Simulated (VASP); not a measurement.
# SiC (F-43m) in VASP: dielectric tensor with PBE

Aim: the dielectric tensor of SiC with PBE.

Everything below comes from runs of VASP 6.6.1. Logs are shortened: lines on timing, memory, paths and dates and some standing lists are left out, and cuts for length are marked.

## (1) The cell of the first run

The structure is cubic, space group F-43m (No. 216). Conventional cell: a = 4.356 Å, b = 4.356 Å, c = 4.356 Å, α = 90.00°, β = 90.00°, γ = 90.00°. Within 2.5 Å of Si (site symmetry -43m) lie 4 C at 1.89 Å. C (site symmetry -43m) has 4 Si at 1.89 Å within 2.5 Å.

## (2) Dielectric tensor, PBE

INCAR reads:

```
ALGO = Normal ; EDIFF = 1E-8
ENCUT = 520 ; GGA = PE
ISIF = 2 ; ISMEAR = 0
LASPH = T ; LCHARG = F
LEPSILON = T ; LREAL = F
LWAVE = F ; NELM = 100
PREC = Accurate ; SIGMA = 0.01
```

KPOINTS reads:

```
k-points
0
Gamma
  8 8 8
```

POSCAR reads:

```
SiC
1.0
    0.0000000000      2.1780504216      2.1780504216
    2.1780504216      0.0000000000      2.1780504216
    2.1780504216      2.1780504216      0.0000000000
Si C
1 1
Direct
    0.2500000000      0.2500000000      0.2500000000
    0.0000000000      0.0000000000      0.0000000000
```

Potentials or basis: VASP PAW PBE potentials, release 64 (Si, C).

The run is started by

```sh
cat potpaw_PBE.64/Si/POTCAR potpaw_PBE.64/C/POTCAR > POTCAR
mpirun -np 1 vasp_std > vasp.out
```

OUTCAR:

```text
EDIFF = 1E-8
   ENCUT = 520
   GGA = PE
   ISIF = 2
   ISMEAR = 0
   LASPH = T
   LEPSILON = T
   LREAL = F
   NELM = 100
   PREC = Accurate

 ion  position               nearest neighbor table
   1  0.250  0.250  0.250-   2 1.89   2 1.89   2 1.89   2 1.89
   2  0.000  0.000  0.000-   1 1.89   1 1.89   1 1.89   1 1.89

  LATTYP: Found a face centered cubic cell.
 ALAT       =     4.3561008432

  Lattice vectors:

 A1 = (   0.0000000000,   2.1780504216,   2.1780504216)
 A2 = (   2.1780504216,   0.0000000000,   2.1780504216)
 A3 = (   2.1780504216,   2.1780504216,   0.0000000000)

Analysis of symmetry for initial positions (statically):
=====================================================================
 Subroutine PRICEL returns:
 Original cell was already a primitive cell.

 Routine SETGRP: Setting up the symmetry group for a
 face centered cubic supercell.

 Subroutine GETGRP returns: Found 24 space group operations
 (whereof 24 operations were pure point group operations)
 out of a pool of 48 trial point group operations.

The static configuration has the point symmetry T_d .

Analysis of symmetry for dynamics (positions and initial velocities):
=====================================================================
 Subroutine PRICEL returns:
 Original cell was already a primitive cell.

 Routine SETGRP: Setting up the symmetry group for a
 face centered cubic supercell.

 Subroutine GETGRP returns: Found 24 space group operations
 (whereof 24 operations were pure point group operations)
 out of a pool of 48 trial point group operations.

The dynamic configuration has the point symmetry T_d .

 Subroutine INISYM returns: Found 24 space group operations
 (whereof 24 operations are pure point group operations),
 and found     1 'primitive' translations

----------------------------------------------------------------------------------------

                                     Primitive cell

  volume of cell :      20.6649

  direct lattice vectors                    reciprocal lattice vectors
     0.000000000  2.178050422  2.178050422    -0.229563097  0.229563097  0.229563097
     2.178050422  0.000000000  2.178050422     0.229563097 -0.229563097  0.229563097
     2.178050422  2.178050422  0.000000000     0.229563097  0.229563097 -0.229563097

  length of vectors
     3.080228446  3.080228446  3.080228446     0.397614947  0.397614947  0.397614947

  position of ions in fractional coordinates (direct lattice)
     0.250000000  0.250000000  0.250000000
     0.000000000  0.000000000  0.000000000

  ion indices of the primitive-cell ions
   primitive index   ion index
                 1           1
                 2           2

----------------------------------------------------------------------------------------

 KPOINTS: k-points

Automatic generation of k-mesh.
 Grid dimensions read from file:
 generate k-points for:    8    8    8

 Generating k-lattice:

  Cartesian coordinates                     Fractional coordinates (reciprocal lattice)
    -0.028695387  0.028695387  0.028695387     0.125000000  0.000000000  0.000000000
     0.028695387 -0.028695387  0.028695387     0.000000000  0.125000000  0.000000000
     0.028695387  0.028695387 -0.028695387     0.000000000  0.000000000  0.125000000

  Length of vectors
     0.049701868  0.049701868  0.049701868

  Shift w.r.t. Gamma in fractional coordinates (k-lattice)
     0.000000000  0.000000000  0.000000000

 Subroutine IBZKPT returns following result:
 ===========================================

 Found     29 irreducible k-points:

 Following reciprocal coordinates:
            Coordinates               Weight
  0.000000  0.000000  0.000000      1.000000
  0.125000  0.000000  0.000000      8.000000
  0.250000  0.000000  0.000000      8.000000
  0.375000  0.000000  0.000000      8.000000
  0.500000  0.000000  0.000000      4.000000
  0.125000  0.125000  0.000000      6.000000
[... 16 lines left out ...]
  0.500000  0.250000  0.125000     48.000000
 -0.375000  0.250000  0.125000     24.000000
 [... further k-points ...]
   k-points           NKPTS =     29   k-points in BZ     NKDIM =     29   number of bands    NBANDS=      8
   number of dos      NEDOS =    301   number of ions     NIONS =      2
   total plane-waves  NPLWV =  13824
   dimension x,y,z NGX =    24 NGY =   24 NGZ =   24
   dimension x,y,z NGXF=    48 NGYF=   48 NGZF=   48
   ions per type =               1   1
   NGX,Y,Z   is equivalent  to a cutoff of  12.95, 12.95, 12.95 a.u.
   NGXF,Y,Z  is equivalent  to a cutoff of  25.91, 25.91, 25.91 a.u.
 SYSTEM =  unknown system
   PREC   = accura    normal or accurate (medium, high low for compatibility)
   ISTART =      0    job   : 0-new  1-cont  2-samecut
   ICHARG =      2    charge: 1-file 2-atom 10-const
   ISPIN  =      1    spin polarized calculation?
   LNONCOLLINEAR =      F non collinear calculations
   LSORBIT =      F    spin-orbit coupling
   LASPH  =      T    aspherical Exc in radial PAW
   ENCUT  =  520.0 eV  38.22 Ry    6.18 a.u.   5.73  5.73  5.73*2*pi/ulx,y,z
   NELM   =    100;   NELMIN=  2; NELMDL= -5     # of ELM steps
   EDIFF  = 0.1E-07   stopping-criterion for ELM
   LREAL  =      F    real-space projection
   EDIFFG = 0.1E-06   stopping-criterion for IOM
   NSW    =      0    number of steps for IOM
   IBRION =     -1    ionic relax: 0-MD 1-quasi-New 2-CG
   NFREE  =      0    steps in history (QN), initial steepest desc. (CG)
   ISIF   =      2    stress and relaxation
   ISYM   =      2    0-nonsym 1-usesym 2-fastsym
   POTIM  = 0.5000    time-step for ionic-motion
   TEBEG  =    0.0;   TEEND  =   0.0 temperature during run
   PSTRESS=    0.0 pullay stress
   NELECT =       8.0000    total number of electrons
   NUPDOWN=      -1.0000    fix difference up-down
   EMIN   =  10.00;   EMAX   =-10.00  energy-range for DOS
   EFERMI =   0.00;   METHOD = LEGACY
   ISMEAR =     0;   SIGMA  =   0.01  broadening in eV -4-tet -1-fermi 0-gaus
   EFERMI_NEDOS =   21; number of points for ismear=-14 and -15
   IALGO  =     38    algorithm
   IMIX   =      4    mixing-type and parameters
     AMIX     =   0.40;   BMIX     =  1.00
     AMIX_MAG =   1.60;   BMIX_MAG =  1.00
  volume/ion in A,a.u.               =      10.33        69.73
  Fermi-wavevector in a.u.,A,eV,Ry     =   1.193146  2.254719 19.369216  1.423597
  Thomas-Fermi vector in A             =   2.329167
   LORBIT       =      0    0 simple, 1 ext, 2 COOP (PROOUT), +10 PAW based schemes
   GGA     = PE    functional components
   LHFCALC =     F    Hartree Fock is set to
   AEXX    =    0.0000 exact exchange contribution
   IVDW    =     0    specifies the selected vdW correction
   LEPSILON=     T    determine dielectric tensor
   LRPA    =     F    only Hartree local field effects (RPA)
 non-spin polarized calculation
 Gauss-broadening in eV      SIGMA  =   0.01
  energy-cutoff  :      520.00
  volume of cell :       20.66
 maximum number of plane-waves:       568
   NGX = 11   NGY = 11   NGZ = 11

--------------------------------------- Ionic step        1  -------------------------------------------

 number of electron       8.0000001 magnetization

 E-fermi :   8.2239     XC(G=0): -11.3616

 val. band max:        8.1226431153   @ k =   0.0000   0.0000   0.0000
 cond. band min:       9.4775851515   @ k =   0.5000   0.5000   0.0000
 fundamental gap:      1.3549420361
 Fermi energy:         8.2238938369

 k-point     1 :       0.0000    0.0000    0.0000
  band No.  band energies     occupation
      1      -7.2913      2.00000
      2       8.1226      2.00000
      3       8.1226      2.00000
      4       8.1226      2.00000
      5      14.3718      0.00000
      6      15.4383      0.00000
      7      15.4383      0.00000
      8      15.4383      0.00000
[... 243 lines left out ...]
 k-point    24 :      -0.3750    0.2500    0.1250
  band No.  band energies     occupation
      1      -3.0709      2.00000
      2       0.2902      2.00000
      3       4.4129      2.00000
      4       5.8630      2.00000
      5      13.3731      0.00000
      6      15.4073      0.00000
      7      18.2824      0.00000
      8      19.1345      0.00000

 [... further k-points ...]

  FORCE on cell =-STRESS in cart. coord.  units (eV):
  Direction    XX          YY          ZZ          XY          YZ          ZX
  --------------------------------------------------------------------------------------
  -------------------------------------------------------------------------------------
  Total        0.4528955      0.4528955      0.4528955     -0.0000000      0.0000000     -0.0000000
  in kB       35.1135550     35.1135550     35.1135550     -0.0000000      0.0000000     -0.0000000
  external PRESSURE =      35.1135550 kB  Pullay stress =       0.0000000 kB

 VOLUME and BASIS-vectors are now :
 -----------------------------------------------------------------------------
  energy-cutoff  :      520.00
  volume of cell :       20.66
      direct lattice vectors                 reciprocal lattice vectors
     0.000000000  2.178050422  2.178050422    -0.229563097  0.229563097  0.229563097
     2.178050422  0.000000000  2.178050422     0.229563097 -0.229563097  0.229563097
     2.178050422  2.178050422  0.000000000     0.229563097  0.229563097 -0.229563097

 POSITION                                       TOTAL-FORCE (eV/Angst)
 -----------------------------------------------------------------------------------
      1.08903      1.08903      1.08903        -0.000000     -0.000000     -0.000000
      0.00000      0.00000      0.00000         0.000000      0.000000      0.000000
 -----------------------------------------------------------------------------------
    total drift:                               -0.000000     -0.000000     -0.000000

  FREE ENERGIE OF THE ION-ELECTRON SYSTEM (eV)
  ---------------------------------------------------
  free  energy   TOTEN  =       -15.0560896348 eV

  energy  without entropy=      -15.0560896348  energy(sigma->0) =      -15.05608963

 HEAD OF MICROSCOPIC STATIC DIELECTRIC TENSOR (INDEPENDENT PARTICLE, excluding Hartree and local field effects)
 ------------------------------------------------------
           7.342080    -0.000000     0.000000
           0.000000     7.342080    -0.000000
          -0.000000    -0.000000     7.342080
 ------------------------------------------------------

 Free energy of the ion-electron system (eV)
  ---------------------------------------------------
  ---------------------------------------------------
  free energy    TOTEN  =        -0.37557942 eV

  energy without entropy =       -0.37557942

------------------------ aborting loop because EDIFF is reached ----------------------------------------

--------------------------------------- Ionic step        2  -------------------------------------------

------------------------ aborting loop because EDIFF is reached ----------------------------------------

--------------------------------------- Ionic step        3  -------------------------------------------

 Free energy of the ion-electron system (eV)
  ---------------------------------------------------
  ---------------------------------------------------
  free energy    TOTEN  =        -0.37557934 eV

  energy without entropy =       -0.37557934

------------------------ aborting loop because EDIFF is reached ----------------------------------------

 PIEZOELECTRIC TENSOR FIELD DIRECTION 3  (e Angst)
 -----------------------------------------------------------------------------
    -0.00051  1.28457  0.00000           ( -0.00000  0.05477  0.00000)
     1.28457 -0.00051  0.00000           (  0.05477 -0.00000  0.00000)
     0.00000  0.00000  0.00056           (  0.00000  0.00000 -0.00000)

 PIEZOELECTRIC TENSOR FIELD DIRECTION 3  (C/m^2)
 -----------------------------------------------------------------------------
    -0.00039  0.99594  0.00000
     0.99594 -0.00039  0.00000
     0.00000  0.00000  0.00043

 MACROSCOPIC STATIC DIELECTRIC TENSOR (including local field effects in DFT)
 ------------------------------------------------------
           7.107126     0.000000     0.000000
           0.000000     7.107126    -0.000000
           0.000000    -0.000000     7.107126
 ------------------------------------------------------

 PIEZOELECTRIC TENSOR (including local field effects)  for field in x, y, z        (e  Angst)
          XX          YY          ZZ          XY          YZ          ZX
  --------------------------------------------------------------------------------
  x    -0.00000    -0.00000     0.00000     0.00000     1.28110     0.00000
  y     0.00000     0.00000    -0.00000     0.00000     0.00000     1.28110
  z    -0.00000     0.00000     0.00000     1.28110     0.00000     0.00000

 PIEZOELECTRIC TENSOR (including local field effects)  for field in x, y, z        (C/m^2)
          XX          YY          ZZ          XY          YZ          ZX
  --------------------------------------------------------------------------------
  x    -0.00000    -0.00000     0.00000     0.00000     0.99325     0.00000
  y     0.00000     0.00000    -0.00000     0.00000     0.00000     0.99325
  z    -0.00000     0.00000     0.00000     0.99325     0.00000     0.00000

 BORN EFFECTIVE CHARGES (including local field effects) (in |e|, cummulative output)
 ---------------------------------------------------------------------------------
 ion    1
    1     2.70340    -0.00000     0.00000
    2     0.00000     2.70340    -0.00000
    3    -0.00000     0.00000     2.70340
 ion    2
    1    -2.70340     0.00000    -0.00000
    2    -0.00000    -2.70340     0.00000
    3     0.00000    -0.00000    -2.70340
```

It took 35 s on 1 thread of Intel Xeon 6975P-C, shared host; peak memory 0.16 GiB.

Results:

| Property | Result |
| --- | --- |
| Band gap on the k mesh | 1.35 eV, indirect (least direct gap 4.54 eV) |
| Electronic dielectric tensor (diagonal) | 7.11 |
| Born charges (mean of the diagonal) | Si +2.70; C -2.70 e |

Levels at points of the mesh, in eV from the valence-band top:
```
           k point  band 2  band 3  band 4  band 5  band 6  band 7
(0.00, 0.00, 0.00)    0.00    0.00    0.00    6.25    7.32    7.32
(0.50, 0.00, 0.00)   -8.54   -1.05   -1.05    5.45    7.23    7.23
(0.50, 0.50, 0.00)   -7.80   -3.19   -3.19    1.35    4.33   14.05
```

Electronic dielectric tensor:
```
7.11 0.00 0.00
0.00 7.11 0.00
0.00 0.00 7.11
```

Born effective charge tensors (e):
atom 1, Si
```
2.70 0.00 0.00
0.00 2.70 0.00
0.00 0.00 2.70
```
atom 2, C
```
-2.70  0.00  0.00
 0.00 -2.70  0.00
 0.00  0.00 -2.70
```

A k mesh can miss the band edges. As with any semilocal functional, this PBE gap is likely too small.
